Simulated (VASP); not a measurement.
# Al9O in VASP: notebook

The runs below take Al9O through single point, with PBE.

Everything below comes from runs of VASP 6.6.1. Logs are shortened: lines on timing, memory, paths and dates and some standing lists are left out, and cuts for length are marked.

## Step 1: The cell of the first run

The cell holds a slab with vacuum, 10 atoms: a = 2.854 Å, b = 9.806 Å, c = 20.290 Å, α = 90.00°, β = 90.00°, γ = 98.37°.

## Step 2: Single point, PBE

File INCAR:

```
SYSTEM = Al9O
PREC = Accurate ; ENCUT = 520
EDIFF = 1E-6 ; ISMEAR = 0
SIGMA = 0.1 ; LREAL = .False.
LASPH = .True. ; NELM = 120
ALGO = Normal ; ISIF = 2
LWAVE = .False. ; LCHARG = .False.
LDIPOL = .True. ; IDIPOL = 3
DIPOL = 0.5 0.5 0.331 ; GGA = PE
NBANDS = 28 ; GGA_COMPAT = .False.
NELMDL = -8
```

File KPOINTS:

```
regular mesh
0
Gamma
  9 3 1
  0 0 0
```

File POSCAR:

```
Al9O
1.0
    2.8535431553      0.0000000000      0.0000000000
   -1.4267715776      9.7014842380      0.0000000000
    0.0000000000      0.0000000000     20.2903703519
Al O
9 1
Direct
    0.5324432082      0.0648864163      0.1971378506
    0.6709612116      0.3419224231      0.2462112388
    0.2986648122      0.5973296244      0.2560259164
    0.9263684129      0.8527368258      0.2658405940
    0.0639544186      0.1277109169      0.3154271774
    0.1995835202      0.4042231294      0.3707799915
    0.8288001075      0.6596656514      0.3785021758
    0.4526153831      0.9110819252      0.3874246337
    0.5924854486      0.1814072004      0.4332286794
    0.8424854486      0.6814072004      0.4598717809
```

Potentials or basis: VASP PAW PBE potentials, release 64 (Al, O).

Started as:

```
> cat potpaw_PBE.64/Al/POTCAR potpaw_PBE.64/O/POTCAR > POTCAR
> mpirun -np 1 vasp_std > vasp.out
```

OUTCAR:

```text
SYSTEM = Al9O
   PREC = Accurate
   ENCUT = 520
   EDIFF = 1E-6
   ISMEAR = 0
   LREAL = .False.
   LASPH = .True.
   NELM = 120
   ISIF = 2
   GGA = PE
   NELMDL = -8

 ion  position               nearest neighbor table
   1  0.532  0.065  0.197-   5 2.86   5 2.86   4 2.87   4 2.87   2 2.87
   2  0.671  0.342  0.246-   3 2.87   3 2.87   1 2.87   5 2.89   5 2.89   6 2.96   6 2.97
   3  0.299  0.597  0.256-   2 2.87   2 2.87   4 2.87   4 2.87   7 2.93   7 2.93   6 2.99
   4  0.926  0.853  0.266-   5 2.85   1 2.87   1 2.87   3 2.87   3 2.87   8 2.90   8 2.91   7 2.96

   5  0.064  0.128  0.315-   9 2.83   9 2.83   4 2.85   1 2.86   1 2.86   2 2.89   2 2.89   6 2.91
                             8 2.93   8 2.93
   6  0.200  0.404  0.371-   7 2.86   7 2.87   9 2.88   9 2.89   5 2.91   2 2.96   2 2.97   3 2.99

   7  0.829  0.660  0.379-  10 1.66   8 2.83   8 2.83   6 2.86   6 2.87   3 2.93   3 2.93   4 2.96

   8  0.453  0.911  0.387-   9 2.78   7 2.83   7 2.83   4 2.90   4 2.91   5 2.93   5 2.93
   9  0.592  0.181  0.433-   8 2.78   5 2.83   5 2.83   6 2.88   6 2.89
  10  0.842  0.681  0.460-   7 1.66

  LATTYP: Found a base centered orthorhombic cell.
 ALAT       =     2.8535431553
 B/A-ratio  =     6.7996057603
 C/A-ratio  =     7.1105882223

  Lattice vectors:

 A1 = (   1.4267715776,  -9.7014842380,   0.0000000000)
 A2 = (   1.4267715777,   9.7014842380,   0.0000000000)
 A3 = (   0.0000000000,   0.0000000000,  20.2903703519)

Analysis of symmetry for initial positions (statically):
=====================================================================
 Subroutine PRICEL returns:
 Original cell was already a primitive cell.

 Routine SETGRP: Setting up the symmetry group for a
 base centered orthorhombic supercell.

 Subroutine GETGRP returns: Found  1 space group operations
 (whereof  1 operations were pure point group operations)
 out of a pool of  8 trial point group operations.

The static configuration has the point symmetry C_1 .

Analysis of symmetry for dynamics (positions and initial velocities):
=====================================================================
 Subroutine PRICEL returns:
 Original cell was already a primitive cell.

 Routine SETGRP: Setting up the symmetry group for a
 base centered orthorhombic supercell.

 Subroutine GETGRP returns: Found  1 space group operations
 (whereof  1 operations were pure point group operations)
 out of a pool of  8 trial point group operations.

The dynamic configuration has the point symmetry C_1 .

 Subroutine INISYM returns: Found  1 space group operations
 (whereof  1 operations are pure point group operations),
 and found     1 'primitive' translations

----------------------------------------------------------------------------------------

                                     Primitive cell

  volume of cell :     561.7106

  direct lattice vectors                    reciprocal lattice vectors
     2.853543155  0.000000000  0.000000000     0.350441520  0.051538506  0.000000000
    -1.426771578  9.701484238  0.000000000     0.000000000  0.103077011  0.000000000
     0.000000000  0.000000000 20.290370352     0.000000000  0.000000000  0.049284463

  length of vectors
     2.853543155  9.805838748 20.290370352     0.354211062  0.103077011  0.049284463

  position of ions in fractional coordinates (direct lattice)
     0.532443208  0.064886416  0.197137851
     0.670961212  0.341922423  0.246211239
     0.298664812  0.597329624  0.256025916
     0.926368413  0.852736826  0.265840594
     0.063954419  0.127710917  0.315427177
     0.199583520  0.404223129  0.370779992
     0.828800108  0.659665651  0.378502176
     0.452615383  0.911081925  0.387424634
     0.592485449  0.181407200  0.433228679
     0.842485449  0.681407200  0.459871781

[... 48 lines left out ...]
|                                                                             |
|     Results are often still useful ...                                      |
|                                                                             |
 -----------------------------------------------------------------------------

 WARNING: IBZKPT: internal override: KBLOWUP is changed to .FALSE.
      ... skipping the blow-up phase ...

 Subroutine IBZKPT returns following result:
 ===========================================

 Found     14 irreducible k-points:

 Following reciprocal coordinates:
            Coordinates               Weight
  0.000000  0.000000  0.000000      1.000000
  0.111111 -0.000000  0.000000      2.000000
  0.222222 -0.000000  0.000000      2.000000
  0.333333 -0.000000  0.000000      2.000000
  0.444444 -0.000000  0.000000      2.000000
  0.000000  0.333333  0.000000      2.000000
  0.111111  0.333333  0.000000      2.000000
  0.222222  0.333333  0.000000      2.000000
  0.333333  0.333333  0.000000      2.000000
  0.444444  0.333333  0.000000      2.000000
 -0.444444  0.333333  0.000000      2.000000
 -0.333333  0.333333  0.000000      2.000000
 -0.222222  0.333333  0.000000      2.000000
 -0.111111  0.333333  0.000000      2.000000
   k-points           NKPTS =     14   k-points in BZ     NKDIM =     14   number of bands    NBANDS=     28
   number of dos      NEDOS =    301   number of ions     NIONS =     10
   total plane-waves  NPLWV = 307200
   dimension x,y,z NGX =    24 NGY =   80 NGZ =  160
   dimension x,y,z NGXF=    48 NGYF=  160 NGZF=  320
   ions per type =               9   1
   NGX,Y,Z   is equivalent  to a cutoff of  13.98, 13.56, 13.11 a.u.
   NGXF,Y,Z  is equivalent  to a cutoff of  27.96, 27.13, 26.22 a.u.
 SYSTEM =  Al9O
   PREC   = accura    normal or accurate (medium, high low for compatibility)
   ISTART =      0    job   : 0-new  1-cont  2-samecut
   ICHARG =      2    charge: 1-file 2-atom 10-const
   ISPIN  =      1    spin polarized calculation?
   LNONCOLLINEAR =      F non collinear calculations
   LSORBIT =      F    spin-orbit coupling
   LASPH  =      T    aspherical Exc in radial PAW
   ENCUT  =  520.0 eV  38.22 Ry    6.18 a.u.   5.31 18.23 37.73*2*pi/ulx,y,z
   NELM   =    120;   NELMIN=  2; NELMDL= -8     # of ELM steps
   EDIFF  = 0.1E-05   stopping-criterion for ELM
   LREAL  =      F    real-space projection
   EDIFFG = 0.1E-04   stopping-criterion for IOM
   NSW    =      0    number of steps for IOM
   IBRION =     -1    ionic relax: 0-MD 1-quasi-New 2-CG
   NFREE  =      0    steps in history (QN), initial steepest desc. (CG)
   ISIF   =      2    stress and relaxation
   ISYM   =      2    0-nonsym 1-usesym 2-fastsym
   POTIM  = 0.5000    time-step for ionic-motion
   TEBEG  =    0.0;   TEEND  =   0.0 temperature during run
   PSTRESS=    0.0 pullay stress
   NELECT =      33.0000    total number of electrons
   NUPDOWN=      -1.0000    fix difference up-down
   EMIN   =  10.00;   EMAX   =-10.00  energy-range for DOS
   EFERMI =   0.00;   METHOD = LEGACY
   ISMEAR =     0;   SIGMA  =   0.10  broadening in eV -4-tet -1-fermi 0-gaus
   EFERMI_NEDOS =   21; number of points for ismear=-14 and -15
   IALGO  =     38    algorithm
   IMIX   =      4    mixing-type and parameters
     AMIX     =   0.40;   BMIX     =  1.00
     AMIX_MAG =   1.60;   BMIX_MAG =  1.00
  volume/ion in A,a.u.               =      56.17       379.06
  Fermi-wavevector in a.u.,A,eV,Ry     =   0.636417  1.202654  5.510726  0.405027
  Thomas-Fermi vector in A             =   1.701081
   LORBIT       =      0    0 simple, 1 ext, 2 COOP (PROOUT), +10 PAW based schemes
   GGA     = PE    functional components
   LHFCALC =     F    Hartree Fock is set to
   AEXX    =    0.0000 exact exchange contribution
   IVDW    =     0    specifies the selected vdW correction
   LEPSILON=     F    determine dielectric tensor
   LRPA    =     F    only Hartree local field effects (RPA)
 non-spin polarized calculation
 Gauss-broadening in eV      SIGMA  =   0.10
  energy-cutoff  :      520.00
  volume of cell :      561.71
 maximum number of plane-waves:     15170
 NGX is ok and might be reduce to    24
   NGX = 11   NGY = 37   NGZ = 75

 dipolmoment           0.000000      0.000000     -0.001509 electrons x Angstroem

 number of electron      32.9999999 magnetization

 dipolmoment           0.000000      0.000000      0.259247 electrons x Angstroem

 Free energy of the ion-electron system (eV)
  ---------------------------------------------------
  ext. energy  EPLUGINS =         0.00000000
  ---------------------------------------------------
  free energy    TOTEN  =       -36.62730857 eV

  energy without entropy =      -36.59965977  energy(sigma->0) =      -36.61348417

 E-fermi :  -1.4195     XC(G=0):  -3.8117

 val. band max:       -1.4730327145   @ k =   0.0000   0.0000   0.0000
 cond. band min:      -1.3851989601   @ k =   0.0000   0.3333   0.0000
 fundamental gap:      0.0878337543
 Fermi energy:        -1.4195046258

 k-point     1 :       0.0000    0.0000    0.0000
  band No.  band energies     occupation
      1     -18.1647      2.00000
      2     -11.4068      2.00000
      3      -9.8110      2.00000
      4      -9.7840      2.00000
      5      -9.0967      2.00000
      6      -7.3103      2.00000
[... 423 lines left out ...]
     27       3.1622      0.00000
     28       3.4011      0.00000

------------------------ aborting loop because EDIFF is reached ----------------------------------------

 vacuum level on the upper side and lower side of the slab       (xc-potential included)         0.781        -0.854

  FORCE on cell =-STRESS in cart. coord.  units (eV):
  Direction    XX          YY          ZZ          XY          YZ          ZX
  --------------------------------------------------------------------------------------
  -------------------------------------------------------------------------------------
  Total       -4.5715920     -5.5131003      0.0207034      1.0392748      1.1544568     -0.0429569
  in kB      -13.0396354    -15.7251166      0.0590527      2.9643425      3.2928781     -0.1225267
  external PRESSURE =      -9.5685665 kB  Pullay stress =       0.0000000 kB

 VOLUME and BASIS-vectors are now :
 -----------------------------------------------------------------------------
  energy-cutoff  :      520.00
  volume of cell :      561.71
      direct lattice vectors                 reciprocal lattice vectors
     2.853543155  0.000000000  0.000000000     0.350441520  0.051538506  0.000000000
    -1.426771578  9.701484238  0.000000000     0.000000000  0.103077011  0.000000000
     0.000000000  0.000000000 20.290370352     0.000000000  0.000000000  0.049284463

 POSITION                                       TOTAL-FORCE (eV/Angst)
 -----------------------------------------------------------------------------------
      1.42677      0.62949      4.00000         0.022451      0.112795      0.043958
      1.42677      3.31715      4.99572         0.021157      0.089435     -0.095670
      0.00000      5.79498      5.19486        -0.008888     -0.039118      0.251908
      1.42677      8.27281      5.39400        -0.019228     -0.185144     -0.072615
      0.00028      1.23899      6.40013        -0.013400      0.106707     -0.020937
     -0.00721      3.92156      7.52326         0.005133     -0.266529     -0.068843
      1.42382      6.39974      7.67995        -0.007452     -0.532759     -0.796439
     -0.00835      8.83885      7.86099        -0.003961     -0.157422      0.567757
      1.43186      1.75992      8.79037        -0.014401      0.048901      0.094708
      1.43186      6.61066      9.33097         0.018589      0.823135      0.096174
 -----------------------------------------------------------------------------------
    total drift:                               -0.000054     -0.000043     -0.000600

  FREE ENERGIE OF THE ION-ELECTRON SYSTEM (eV)
  ---------------------------------------------------
  free  energy   TOTEN  =       -36.6273085684 eV

  energy  without entropy=      -36.5996597721  energy(sigma->0) =      -36.61348417

 vacuum level on the upper side and lower side of the slab         4.414         2.725
```

Run time: 5 min. Hardware: 1 thread of Intel Xeon 6975P-C (Granite Rapids), shared host; peak memory 0.68 GiB.

Results:

```
Free energy            : -36.6273 eV
Largest force          : 0.958 eV/Å
Band gap on the k mesh : zero (an odd number of electrons rules out a gap without spin polarisation)
```

Forces on the atoms (eV/Å):
```
Al   0.022  0.113  0.044
Al   0.021  0.089 -0.096
Al  -0.009 -0.039  0.252
Al  -0.019 -0.185 -0.073
Al  -0.013  0.107 -0.021
Al   0.005 -0.267 -0.069
Al  -0.007 -0.533 -0.796
Al  -0.004 -0.157  0.568
Al  -0.014  0.049  0.095
O    0.019  0.823  0.096
```

Caveat: an odd number of electrons without spin polarisation forces a metal; a magnetic or distorted state may lie lower.

## Step 3: Single point, PBE

File INCAR:

```
PREC     = Accurate       # precision mode
ENCUT    = 520            # plane-wave cutoff, eV
EDIFF    = 1E-6           # SCF threshold, eV
ISMEAR   = 0              # smearing method
SIGMA    = 0.1            # smearing width, eV
LREAL    = False          # projectors in reciprocal space
LASPH    = True           # aspherical terms in the spheres
NELM     = 120            # most SCF steps
ALGO     = Normal         # electronic algorithm
ISIF     = 2              # what is computed and relaxed
LWAVE    = False          # write WAVECAR
LCHARG   = True           # write CHGCAR
LDIPOL   = True         
IDIPOL   = 3            
DIPOL    = 0.5 0.5 0.328
GGA      = PE             # functional
LELF     = True           # ELF
LVHAR    = True         
LVACPOTAV= True         
NBANDS   = 28             # bands
GGA_COMPAT= False        
NELMDL   = -8
```

File KPOINTS:

```
Automatic mesh
0
Gamma
  9 3 1
```

Changes to POSCAR since step 2:

```diff
@@ -17,2 +17,2 @@
     0.5924854486      0.1814072004      0.4332286794
-    0.8424854486      0.6814072004      0.4598717809
+    1.3424854486      0.6814072004      0.4279089190
```

Potentials or basis: VASP PAW PBE potentials, release 64 (Al, O).

Started as:

```
> cat potpaw_PBE.64/Al/POTCAR potpaw_PBE.64/O/POTCAR > POTCAR
> mpirun -np 1 vasp_std > vasp.out
```

It took 4.3 min on 1 thread of Intel Xeon 6975P-C (Granite Rapids), shared host; peak memory 0.69 GiB.

Results (log left out):

```
Free energy            : -39.0991 eV
Largest force          : 1.078 eV/Å
Band gap on the k mesh : zero (an odd number of electrons rules out a gap without spin polarisation)
```

Forces on the atoms (eV/Å):
```
Al   0.010  0.065  0.004
Al  -0.007  0.064 -0.043
Al   0.006 -0.142  0.032
Al  -0.010 -0.277 -0.045
Al   0.004  0.254 -0.075
Al   0.024 -0.455 -0.294
Al   0.162 -0.610 -0.054
Al   0.013  0.001  0.363
Al  -0.019  0.039  0.094
O   -0.183  1.062  0.018
```

Levels at points of the mesh, in eV from the Fermi level:
| k point | band 14 | band 15 | band 16 | band 17 | band 18 | band 19 |
| --- | --- | --- | --- | --- | --- | --- |
| (0.00, 0.00, 0.00) | -2.07 | -1.63 | -1.21 | -0.17 | 0.60 | 1.32 |

Caveat: an odd number of electrons without spin polarisation forces a metal; a magnetic or distorted state may lie lower.
